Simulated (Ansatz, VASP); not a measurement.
## Two plane-wave programs on Ta4O

INCAR

```
ALGO = Fast
EDIFF = 1E-6
ENCUT = 520
GGA = PE
ISIF = 2
ISMEAR = 0
LASPH = T
LCHARG = T
LELF = T
LREAL = F
LVHAR = T
LWAVE = F
NBANDS = 61
NELM = 100
PREC = Accurate
SIGMA = 0.15
```

File KPOINTS:

```
k-points
0
Gamma
  14 14 4
```

The input POSCAR:

```
Ta4O
1.0
   -3.2547070438      0.0000000000      0.0000000000
    0.0000000000     -3.2547070438      0.0000000000
    0.0000000000      0.0000000000     15.7907733139
Ta O
8 2
Direct
    1.0000000000      1.0000000000      0.0662695355
    1.0000000000      1.0000000000      0.5346054751
    0.5000000000      0.5000000000      0.1987677341
    0.5000000000      0.5000000000      0.6671036737
    0.5000000000      0.5000000000      0.8704432160
    0.5000000000      0.5000000000      0.4021072764
    1.0000000000      0.0000000000      0.7687734449
    1.0000000000      0.0000000000      0.3004375053
    0.5000000000      0.5000000000      0.0662695355
    0.5000000000      0.5000000000      0.5346054751
```

Input for Ansatz:

```yaml
crystal:
  lattice:
    - [-3.2547070438, 0.0, 0.0]
    - [0.0, -3.2547070438, 0.0]
    - [0.0, 0.0, 15.7907733139]
  atoms:
    - { symbol: Ta, position: [1.0, 1.0, 0.0662695355] }
    - { symbol: Ta, position: [1.0, 1.0, 0.5346054751] }
    - { symbol: Ta, position: [0.5, 0.5, 0.1987677341] }
    - { symbol: Ta, position: [0.5, 0.5, 0.6671036737] }
    - { symbol: Ta, position: [0.5, 0.5, 0.870443216] }
    - { symbol: Ta, position: [0.5, 0.5, 0.4021072764] }
    - { symbol: Ta, position: [1.0, 0.0, 0.7687734449] }
    - { symbol: Ta, position: [1.0, 0.0, 0.3004375053] }
    - { symbol: O, position: [0.5, 0.5, 0.0662695355] }
    - { symbol: O, position: [0.5, 0.5, 0.5346054751] }
basis:
  ecutwfc: 420
kpoints:
  mp_grid: { grid: [14, 14, 4] }
hamiltonian:
  xc: pbe
scf:
  occupations: { method: gaussian, width: 0.15 }
output:
  forces: true
  stress: true
  eigenvalues: true
```

Alike in both runs: task single point; functional PBE; k mesh 14 × 14 × 4; occupations gaussian, width 0.15 eV; no spin polarisation.

|  | VASP | Ansatz |
| --- | --- | --- |
| version | VASP 6.6.1 | Ansatz 0.2.0 |
| potentials or method | VASP PAW PBE potentials, release 64 (Ta_pv, O), cutoff 520 eV | scalar-relativistic, plane waves, PAW |
| valence electrons in the cell | 100 | 116 |

VASP gave:

| Property | Result |
| --- | --- |
| gap on the k mesh at the Fermi level (eV) | none |
| pressure (GPa) | -5.1 |
| traceless stress, the component that is largest in VASP (GPa) | 0.14 |
| rms of the force components (eV/Å) | 0.288 |

Task: Estimate Ansatz's values.

Result: gap on the k mesh at the Fermi level (eV): none; pressure (GPa): -5.3; traceless stress, the component that is largest in VASP (GPa): 0.06; rms of the force components (eV/Å): 0.283.

Atom by atom the forces differ by 0.014 eV/Å (rms over components). A gap of «none» marks a metal or a gap that the smearing closes. With one functional, cell and mesh, what is left measures potentials, basis and numerics. VASP's potentials hold 100 valence electrons a cell and Ansatz's 116, so a difference there can come from the potentials and not from the codes.

Neither program's run includes spin-orbit coupling.
